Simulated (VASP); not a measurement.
A run of VASP 6.6.1:

Contents of INCAR:

```
SYSTEM = Au
ALGO = Normal ; EDIFF = 1E-6
ENCUT = 520 ; GGA = PE
ISIF = 2 ; ISMEAR = -1
LASPH = .TRUE. ; LCHARG = .FALSE.
LREAL = Auto ; LWAVE = .FALSE.
NBANDS = 102 ; NELM = 80
PREC = Accurate ; SIGMA = 0.15
```

Contents of KPOINTS:

```
k-points
0
G
  2 2 1
  0 0 0
```

POSCAR

```
Au
1.0
    8.1600000000      0.0000000000      0.0000000000
    0.0000000000      5.7699910000      0.0000000000
    0.0000000000      0.0000000000     15.3274940000
Au
16
Direct
    0.2500000000      0.2500003899      0.0652422373
    0.7500000000      0.2500003899      0.0652422373
    0.2500000000      0.7500011698      0.0652422373
    0.7500000000      0.7500011698      0.0652422373
   -0.0212377451      0.0138648397      0.1797162667
    0.5139583333     -0.0119410931      0.1543761818
   -0.0248774510      0.5009366566      0.1610700353
    0.5705147059      0.4921844765      0.1752145524
    0.2512254902      0.1772273128      0.2464003574
    0.8064583333      0.2998098264      0.3728332890
    0.3042892157      0.6696544241      0.2577198856
    0.8525980392      0.8138660875      0.3445246822
    0.1775980392     -0.0966899255      0.4088731008
    0.5255759804     -0.0568111805      0.3586822477
    0.1384436275      0.4131375595      0.3946829142
    0.4715196078      0.3964824209      0.3947024869
```

Potentials or basis: VASP PAW PBE potentials, release 64 (Au).

Launch:

```console
$ cat potpaw_PBE.64/Au/POTCAR > POTCAR
$ mpirun -np 1 vasp_std > vasp.out
```

Hardware: 1 thread of Intel Xeon 6975P-C, on a shared host.

Task: Estimate the wall time of this run.

Result: Run time: 10 min on 1 thread of Intel Xeon 6975P-C (shared host), peak memory 0.78 GiB. Counts: scf iterations 20, k points 4.
